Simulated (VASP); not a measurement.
Re:

```xyz
1
Lattice="0.0000 1.9449 1.9449 1.9449 0.0000 1.9449 1.9449 1.9449 0.0000" Properties=species:S:1:pos:R:3 pbc="T T T"
Re    0.0000    0.0000    0.0000
```

This isn't the form of Re at room conditions, which is hcp.

```yaml
Program: VASP 6.6.1
Task: relaxation of cell and atoms
Functional: RPBE
Potentials_or_basis: VASP PAW PBE potentials, release 64 (Re)
Cutoff: 600 eV
k_mesh: 14 × 14 × 14
Occupations: fermi-dirac, width 0.1 eV
Spin: no spin polarisation
```

At the start: pressure 10.8 GPa; volume 14.71 Å³/atom.

How do energy, volume and symmetry change on relaxing?

Over 4 steps the energy falls by 14.0 meV/atom and the volume is 15.14 Å³/atom (+2.9 %); space group Fm-3m (No. 225, to 0.1 Å) before and after.

The path:
```csv
step,energy change (eV),largest force (eV/Å),pressure (GPa),volume (Å³)
1,0.0000,0.0000,10.83,14.71
2,0.1787,0.0000,-30.88,16.93
3,-0.0140,0.0000,-0.53,15.16
4,-0.0140,0.0000,0.03,15.14
```

Final structure:
```
CELL_PARAMETERS angstrom
0.00000 1.96344 1.96344
1.96344 0.00000 1.96344
1.96344 1.96344 0.00000
ATOMIC_POSITIONS crystal
Re 0.00000 0.00000 0.00000
```

Caveat: the PAW data sets were made with another functional, which shifts forces and pressure a little.
